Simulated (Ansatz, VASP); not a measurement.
Given: the input of a run of Ansatz 0.2.0 on ZnSe.

File input.yaml:

```yaml
crystal:
  lattice:
    - [0.0, 2.8525674344, 2.8525674344]
    - [2.8525674344, 0.0, 2.8525674344]
    - [2.8525674344, 2.8525674344, 0.0]
  atoms:
    - { symbol: Se, position: [0.75, 0.75, 0.75] }
    - { symbol: Zn, position: [0.0, 0.0, 0.0] }
hamiltonian:
  xc: r2scan
  pseudopotentials: { kind: paw }
kpoints:
  mp_grid: { grid: [8, 8, 8] }
scf:
  occupations: { method: fermi_dirac, width: 0.05 }
output:
  forces: true
  stress: true
  eigenvalues: true
```

Potentials or basis: Ansatz PAW.

The run is started by

```sh
$ ansatz run input.yaml --threads 1 --pin off --max-ram 3584MiB --backend cpu --events-out ev --progress --plain --runs-dir out
```

Problem. Translate it to VASP 6.6.1. Potentials there: VASP PAW PBE potentials, release 64 (Se, Zn).

Solution. As run (the cutoff follows the program's own potentials):

POSCAR

```
ZnSe
1.0
    0.0000000000      2.8525674344      2.8525674344
    2.8525674344      0.0000000000      2.8525674344
    2.8525674344      2.8525674344      0.0000000000
Se Zn
1 1
Direct
    0.7500000000      0.7500000000      0.7500000000
    0.0000000000      0.0000000000      0.0000000000
```

The input INCAR.step1:

```
  ALGO = Normal
  EDIFF = 1E-4
  ENCUT = 520
  GGA = PE
  ISMEAR = -1
  LASPH = True
  LCHARG = False
  LREAL = False
  LWAVE = True
  NBANDS = 16
  NELM = 80
  PREC = Accurate
  SIGMA = 0.05
```

Contents of INCAR.step2:

```
  ALGO = Normal
  EDIFF = 1E-6
  ENCUT = 520
  ISIF = 2
  ISMEAR = -1
  ISTART = 1
  LASPH = True
  LCHARG = False
  LMIXTAU = True
  LREAL = False
  LWAVE = False
  METAGGA = R2SCAN
  NBANDS = 16
  NELM = 80
  PREC = Accurate
  SIGMA = 0.05
```

File KPOINTS:

```
k-points
0
Gamma
  8 8 8
```

Potentials or basis: VASP PAW PBE potentials, release 64 (Se, Zn).

Run with:

```bash
$ cat potpaw_PBE.64/Se/POTCAR potpaw_PBE.64/Zn/POTCAR > POTCAR
$ cp INCAR.step1 INCAR
$ mpirun -np 1 vasp_std > vasp.out
$ cp INCAR.step2 INCAR
$ mpirun -np 1 vasp_std > vasp.out
```

Both were run:

|  | VASP | Ansatz | Ansatz less VASP |
| --- | --- | --- | --- |
| gap on the k mesh at the Fermi level (eV) | 1.78 | 1.78 | -0.002 |
| least direct gap on the mesh (eV) | 1.78 | 1.78 | -0.002 |
| pressure (GPa) | -1.2 | -1.3 | -0.08 |

VASP's potentials were made for PBE, not for r2SCAN. VASP's potentials hold 18 valence electrons a cell and Ansatz's 28, so a difference there can come from the potentials and not from the codes.
